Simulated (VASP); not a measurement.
Input of a VASP 6.6.1 run:

Contents of INCAR:

```
SYSTEM = WS2
PREC = Accurate ; ENCUT = 520
EDIFF = 1E-6 ; ISMEAR = 0
SIGMA = 0.02 ; LREAL = .False.
LASPH = .True. ; NELM = 100
ALGO = Normal ; ISIF = 2
LWAVE = .False. ; LCHARG = .False.
GGA = PE ; NBANDS = 20
```

Contents of KPOINTS:

```
regular mesh
0
Gamma
  12 12 2
  0 0 0
```

The input POSCAR:

```
WS2
1.0
    3.1885197258      0.0000000000      0.0000000000
   -1.5942598629      2.7613390830      0.0000000000
    0.0000000000      0.0000000000     16.9506689665
W S
1 2
Direct
    0.3333333333      0.6666666667      0.0000000000
    0.6666666667      0.3333333333      0.9073236530
    0.6666666667      0.3333333333      0.0926763470
```

Potentials or basis: VASP PAW PBE potentials, release 64 (W_sv, S).

Run with:

```console
$ cat potpaw_PBE.64/W_sv/POTCAR potpaw_PBE.64/S/POTCAR > POTCAR
$ mpirun -np 1 vasp_std > vasp.out
```

Question: Estimate the band gap on the k mesh.

Answer: 1.81 eV, direct.

Caveat: spin-orbit coupling is left out, which moves the levels of the heavy elements.
